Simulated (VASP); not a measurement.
# CaGe4N (P-6m2) in VASP: further runs, part 2 of 2

VASP 6.6.1. The steps go on from the part before.

## (6) Relaxation of cell and atoms, PBE

INCAR reads:

```
SYSTEM = CaGe4N
PREC = Accurate
ENCUT = 600
EDIFF = 1E-7
ISMEAR = 0
SIGMA = 0.1
LREAL = .FALSE.
LASPH = .TRUE.
NELM = 100
ALGO = Normal
ISIF = 3
LWAVE = .FALSE.
LCHARG = .FALSE.
GGA = PE
IBRION = 2
NSW = 100
EDIFFG = -0.01
```

KPOINTS reads:

```
regular mesh
0
G
  6 6 10
  0 0 0
```

POSCAR reads:

```
CaGe4N
1.0
    5.8168220416      0.0000000000      0.0000000000
   -2.9084110208      5.0375156573      0.0000000000
    0.0000000000      0.0000000000      3.9098418443
Ca Ge N
1 4 1
Direct
    0.0000000000      0.0000000000      0.0000000000
    0.6666666667      0.3333333333      0.0000000000
    0.0348857734      0.5174428867      0.5000000000
    0.4825571133      0.5174428867      0.5000000000
    0.4825571133      0.9651142266      0.5000000000
    0.3333333333      0.6666666667      0.0000000000
```

Potentials or basis: VASP PAW PBE potentials, release 64 (Ca_sv, Ge_d, N).

Command:

```sh
$ cat potpaw_PBE.64/Ca_sv/POTCAR potpaw_PBE.64/Ge_d/POTCAR potpaw_PBE.64/N/POTCAR > POTCAR
$ mpirun -np 1 vasp_std > vasp.out
```

OUTCAR:

```text
SYSTEM = CaGe4N
   PREC = Accurate
   ENCUT = 600
   EDIFF = 1E-7
   ISMEAR = 0
   LREAL = .FALSE.
   LASPH = .TRUE.
   NELM = 100
   ISIF = 3
   GGA = PE
   IBRION = 2
   NSW = 100
   EDIFFG = -0.01

 ion  position               nearest neighbor table
   1  0.000  0.000  0.000-
   2  0.667  0.333  0.000-   5 2.69   5 2.69   3 2.69   3 2.69   4 2.69   4 2.69
   3  0.035  0.517  0.500-   5 2.60   4 2.60   2 2.69   2 2.69
   4  0.483  0.517  0.500-   5 2.60   3 2.60   2 2.69   2 2.69
   5  0.483  0.965  0.500-   3 2.60   4 2.60   2 2.69   2 2.69
   6  0.333  0.667  0.000-

  LATTYP: Found a hexagonal cell.
 ALAT       =     5.8168220416
 C/A-ratio  =     0.6721611588

  Lattice vectors:

 A1 = (   5.8168220416,   0.0000000000,   0.0000000000)
 A2 = (  -2.9084110208,   5.0375156573,   0.0000000000)
 A3 = (   0.0000000000,   0.0000000000,   3.9098418443)

Analysis of symmetry for initial positions (statically):
=====================================================================
 Subroutine PRICEL returns:
 Original cell was already a primitive cell.

 Routine SETGRP: Setting up the symmetry group for a
 hexagonal supercell.

 Subroutine GETGRP returns: Found 12 space group operations
 (whereof 12 operations were pure point group operations)
 out of a pool of 24 trial point group operations.

The static configuration has the point symmetry D_3h.

Analysis of symmetry for dynamics (positions and initial velocities):
=====================================================================
 Subroutine PRICEL returns:
 Original cell was already a primitive cell.

 Routine SETGRP: Setting up the symmetry group for a
 hexagonal supercell.

 Subroutine GETGRP returns: Found 12 space group operations
 (whereof 12 operations were pure point group operations)
 out of a pool of 24 trial point group operations.

The dynamic configuration has the point symmetry D_3h.

 Subroutine INISYM returns: Found 12 space group operations
[... 133 lines left out ...]
   IVDW    =     0    specifies the selected vdW correction
   LEPSILON=     F    determine dielectric tensor
   LRPA    =     F    only Hartree local field effects (RPA)
 conjugate gradient relaxation of ions
 non-spin polarized calculation
 Gauss-broadening in eV      SIGMA  =   0.10
  energy-cutoff  :      600.00
  volume of cell :      114.57
 maximum number of plane-waves:      3856
 NGX is ok and might be reduce to    48
   NGX = 23   NGY = 23   NGZ = 15

--------------------------------------- Ionic step        1  -------------------------------------------

 number of electron      71.0000030 magnetization

 Free energy of the ion-electron system (eV)
  ---------------------------------------------------
  ext. energy  EPLUGINS =         0.00000000
  ---------------------------------------------------
  free energy    TOTEN  =       -26.07824054 eV

  energy without entropy =      -26.05175209  energy(sigma->0) =      -26.06499632

------------------------ aborting loop because EDIFF is reached ----------------------------------------

  FORCE on cell =-STRESS in cart. coord.  units (eV):
  Direction    XX          YY          ZZ          XY          YZ          ZX
  --------------------------------------------------------------------------------------
  -------------------------------------------------------------------------------------
  Total        0.9150282      0.9150282     -2.2924018     -0.0000000      0.0000000      0.0000000
  in kB       12.7962781     12.7962781    -32.0582595     -0.0000000      0.0000000      0.0000000
  external PRESSURE =      -2.1552345 kB  Pullay stress =       0.0000000 kB
[... 227 lines left out ...]
--------------------------------------- Ionic step        7  -------------------------------------------

 number of electron      71.0000054 magnetization

 Free energy of the ion-electron system (eV)
  ---------------------------------------------------
  ext. energy  EPLUGINS =         0.00000000
  ---------------------------------------------------
  free energy    TOTEN  =       -26.19054323 eV

  energy without entropy =      -26.17369411  energy(sigma->0) =      -26.18211867

 E-fermi :   5.5732     XC(G=0): -10.4986

 val. band max:        5.5687651310   @ k =   0.0000   0.0000   0.1000
 cond. band min:       5.5848336294   @ k =   0.3333   0.1667   0.2000
 fundamental gap:      0.0160684984
 Fermi energy:         5.5732139811

 k-point     1 :       0.0000    0.0000    0.0000
  band No.  band energies     occupation
      1     -36.3581      2.00000
      2     -19.2282      2.00000
      3     -19.1687      2.00000
      4     -19.1687      2.00000
      5     -19.1582      2.00000
      6     -19.1464      2.00000
[... 1069 lines left out ...]
     41       8.3567      0.00000
     42       8.9443      0.00000

 [... further k-points ...]

------------------------ aborting loop because EDIFF is reached ----------------------------------------

  FORCE on cell =-STRESS in cart. coord.  units (eV):
  Direction    XX          YY          ZZ          XY          YZ          ZX
  --------------------------------------------------------------------------------------
  -------------------------------------------------------------------------------------
  Total       -0.0070825     -0.0070825      0.0449975      0.0000000      0.0000000      0.0000000
  in kB       -0.0983818     -0.0983818      0.6250512      0.0000000      0.0000000      0.0000000
  external PRESSURE =       0.1427625 kB  Pullay stress =       0.0000000 kB
[... 21 lines left out ...]
  FREE ENERGIE OF THE ION-ELECTRON SYSTEM (eV)
  ---------------------------------------------------
  free  energy   TOTEN  =       -26.1905432332 eV

  energy  without entropy=      -26.1736941138  energy(sigma->0) =      -26.18211867

 reached required accuracy - stopping structural energy minimisation
```

OSZICAR:

```text
N       E                     dE             d eps       ncg     rms          rms(c)
DAV:   1     0.826595995449E+03    0.82660E+03   -0.37005E+04  4128   0.465E+03
DAV:   2     0.131535894451E+03   -0.69506E+03   -0.68135E+03  3528   0.105E+03
DAV:   3    -0.122065262214E+02   -0.14374E+03   -0.14125E+03  3818   0.260E+02
[... 85 lines left out ...]
DAV:   4    -0.261905414851E+02    0.36670E-04   -0.49837E-04  5064   0.203E-01    0.168E-02
DAV:   5    -0.261905418665E+02   -0.38138E-06   -0.66766E-05  4380   0.773E-02    0.101E-02
DAV:   6    -0.261905428205E+02   -0.95395E-06   -0.11775E-05  4944   0.320E-02    0.514E-03
DAV:   7    -0.261905428388E+02   -0.18354E-07   -0.33779E-06  4680   0.236E-02    0.225E-03
DAV:   8    -0.261905432693E+02   -0.43047E-06   -0.54963E-07  3962   0.714E-03    0.477E-04
DAV:   9    -0.261905432332E+02    0.36058E-07   -0.43338E-08  2124   0.307E-03
   7 F= -.26190543E+02 E0= -.26182119E+02  d E =-.834766E-03
```

CONTCAR:

```text
CaGe4N
   1.00000000000000
     6.0122024957913229    0.0000000000000000    0.0000000000000000
    -3.0061012478956615    5.2067200940307066   -0.0000000000000000
     0.0000000000000000    0.0000000000000000    3.6845614590710891
  Ca              Ge              N
     1     4     1
Direct
     0.0000000000000000    0.0000000000000000    1.0000000000000000
     0.6666666667000030    0.3333333332999970    1.0000000000000000
     0.0394110667373348    0.5197055333686709    0.5000000000000000
     0.4802944666313290    0.5197055333686709    0.5000000000000000
     0.4802944666313291    0.9605889332626653    0.5000000000000000
     0.3333333332999970    0.6666666667000030    1.0000000000000000

  0.00000000E+00  0.00000000E+00  0.00000000E+00
  0.00000000E+00  0.00000000E+00  0.00000000E+00
  0.00000000E+00  0.00000000E+00  0.00000000E+00
  0.00000000E+00  0.00000000E+00  0.00000000E+00
  0.00000000E+00  0.00000000E+00  0.00000000E+00
  0.00000000E+00  0.00000000E+00  0.00000000E+00
```

Wall time 39 min (1 thread of Intel Xeon 8259CL, shared host); peak memory 0.42 GiB.

Results:

```yaml
Free_energy: -26.1905 eV
Relaxed_volume: 19.22 Å³/atom
Relaxed_cell: a = 6.012 Å, b = 6.012 Å, c = 3.685 Å, α = 90.00°, β = 90.00°, γ = 120.00°
Space_group_after_relaxing_to_0.1_Å: P-6m2 (No. 187)
Energy_gained_by_relaxing: 18.7 meV/atom
Ionic_steps: 7
Pressure_after_relaxing: 0.0 GPa
Band_gap_on_the_k_mesh: zero (an odd number of electrons rules out a gap without spin polarisation)
```

Forces in eV/Å, atoms in the order of the input:
```
Ca   0.000  0.000  0.000
Ge   0.000  0.000  0.000
Ge  -0.002 -0.001  0.000
Ge   0.002 -0.001  0.000
Ge   0.000  0.003  0.000
N    0.000  0.000  0.000
```

Step by step:
```csv
step,energy change (eV),largest force (eV/Å),pressure (GPa),volume (Å³)
1,0.0000,0.0576,-0.22,114.57
2,-0.0533,0.1004,0.12,114.12
3,-0.0905,0.1369,1.71,112.46
4,-0.1008,0.1311,1.17,112.98
5,-0.1108,0.0741,-0.32,116.00
6,-0.1115,0.0837,-0.07,115.43
7,-0.1123,0.0028,0.01,115.34
```

Final structure:
```
Ca Ge N
1.0
     6.01220    0.00000    0.00000
    -3.00610    5.20672    0.00000
     0.00000    0.00000    3.68456
Ca Ge N
1 4 1
Direct
  0.00000 0.00000 0.00000
  0.66667 0.33333 0.00000
  0.03941 0.51971 0.50000
  0.48029 0.51971 0.50000
  0.48029 0.96059 0.50000
  0.33333 0.66667 0.00000
```

## (7) Summary

| task | cell | k mesh | cutoff (eV) | gap on the mesh (eV) | pressure (GPa) | relaxed volume (Å³/atom) | largest force (eV/Å) |
| --- | --- | --- | --- | --- | --- | --- | --- |
| single point | a = 5.817, b = 5.817, c = 3.910 Å, angles 90.0, 90.0, 120.0°, 6 atoms, atomic positions A | 6 × 6 × 4 | 520 | none | 0.2 | - | 0.01 |
| single point | a = 5.582, b = 5.582, c = 4.396 Å, angles 90.0, 90.0, 120.0°, 6 atoms, atomic positions B | 6 × 6 × 4 | 520 | none | -1.8 | - | 1.61 |
| single point | a = 6.008, b = 6.008, c = 3.687 Å, angles 90.0, 90.0, 120.0°, 6 atoms, atomic positions C | 6 × 6 × 10 | 520 | none | 0.1 | - | 0.01 |
| relaxation of cell and atoms | relaxed from a = 5.582, b = 5.582, c = 4.396 Å, angles 90.0, 90.0, 120.0°, 6 atoms, atomic positions B | 6 × 6 × 4 | 600 | none | 0.0 | 19.15 | - |
| relaxation of cell and atoms | relaxed from a = 5.817, b = 5.817, c = 3.910 Å, angles 90.0, 90.0, 120.0°, 6 atoms, atomic positions A | 6 × 6 × 10 | 600 | none | 0.0 | 19.22 | - |

Alike in all rows: level PBE; potentials or basis VASP PAW PBE potentials, release 64 (Ca_sv, Ge_d, N); no spin polarisation; smearing gaussian 0.1 eV.

Caveats: some runs use coarse meshes; the stress differs along the axes, from -6 to 0 GPa (at least some runs); forces of over 1 eV/Å act on the atoms, so gaps and moduli don't describe the material at rest (at least some runs).

Total energies depend on the potentials used, so only differences within one code and one set of settings carry meaning.

The gap in the log of VASP goes by the Fermi energy; the results here count the filled bands.